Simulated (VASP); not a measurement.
Wanted: the native input for a VASP 6.6.1 run.

* Task: single point
* Functional: r2SCAN
* Potentials or basis: VASP PAW PBE potentials, release 64 (Be, Te)
* Cutoff: 520 eV
* k mesh: 6 × 6 × 6
* Occupations: gaussian, width 0.01 eV
* Spin: no spin polarisation
* Dipole correction: no
* Further INCAR settings: ALGO = Normal; EDIFF = 1e-06; NBANDS = 11

BeTe:

```
CELL_PARAMETERS angstrom
0.00000 2.82862 2.82862
2.82862 0.00000 2.82862
2.82862 2.82862 0.00000
ATOMIC_POSITIONS crystal
Be 0.00000 0.00000 0.00000
Te 0.25000 0.25000 0.25000
```

One way to write it, as run:

POSCAR

```
BeTe
1.0
    0.0000000000      2.8286228795      2.8286228795
    2.8286228795      0.0000000000      2.8286228795
    2.8286228795      2.8286228795      0.0000000000
Be Te
1 1
Direct
    0.0000000000      0.0000000000      0.0000000000
    0.2500000000      0.2500000000      0.2500000000
```

INCAR.step1

```
  PREC = Accurate
  ENCUT = 520
  ISMEAR = 0
  SIGMA = 0.01
  LREAL = False
  LASPH = True
  NELM = 80
  NBANDS = 11
  GGA = PE
  ALGO = Normal
  EDIFF = 1E-4
  LWAVE = True
  LCHARG = False
```

INCAR.step2

```
  PREC = Accurate
  ENCUT = 520
  EDIFF = 1E-6
  ISMEAR = 0
  SIGMA = 0.01
  LREAL = False
  LASPH = True
  NELM = 80
  ALGO = Normal
  ISIF = 2
  LWAVE = False
  LCHARG = False
  METAGGA = R2SCAN
  LMIXTAU = True
  NBANDS = 11
  ISTART = 1
```

KPOINTS

```
regular mesh
0
Gamma
  6 6 6
```

Potentials or basis: VASP PAW PBE potentials, release 64 (Be, Te).

Command:

```bash
$ cat potpaw_PBE.64/Be/POTCAR potpaw_PBE.64/Te/POTCAR > POTCAR
$ cp INCAR.step1 INCAR
$ mpirun -np 1 vasp_std > vasp.out
$ cp INCAR.step2 INCAR
$ mpirun -np 1 vasp_std > vasp.out
```

Results of the run:

| Quantity | Value |
| --- | --- |
| Pressure | 0.2 GPa |
| Band gap on the k mesh | 2.37 eV, indirect (least direct gap 4.03 eV) |

Caveat: the PAW data sets were made with another functional, which shifts forces and pressure a little; spin-orbit coupling is left out, which moves the levels of the heavy elements.

Wall time 40 s on 1 thread of AMD EPYC 7R43 64-Core Processor (Zen 3) (shared host), peak memory 0.14 GiB.
